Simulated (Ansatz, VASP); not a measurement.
One calculation of Cd, two programs

```xyz
2
Lattice="3.0384 0.0000 0.0000 -1.5192 2.6314 0.0000 0.0000 0.0000 5.6177" Properties=species:S:1:pos:R:3 pbc="T T T"
Cd    0.0000    1.7542    1.4044
Cd    1.5192    0.8771    4.2132
```

Change from the starting cell: equal xx and yy strain of +2 %.

Alike in both runs: task single point; functional PBE; k mesh 14 × 14 × 7; occupations fermi-dirac, width 0.05 eV; no spin polarisation.

|  | VASP | Ansatz |
| --- | --- | --- |
| version | VASP 6.6.1 | Ansatz 0.2.0 |
| potentials or method | VASP PAW PBE potentials, release 64 (Cd), cutoff 520 eV | all-electron LAPW, scalar-relativistic |

```csv
,VASP,Ansatz,Ansatz less VASP
pressure (GPa),0.9,0.6,-0.28
"traceless stress, the component that is largest in VASP (GPa)",-0.09,0.02,+0.113
```

Ansatz ran all-electron here, and VASP with PAW potentials.
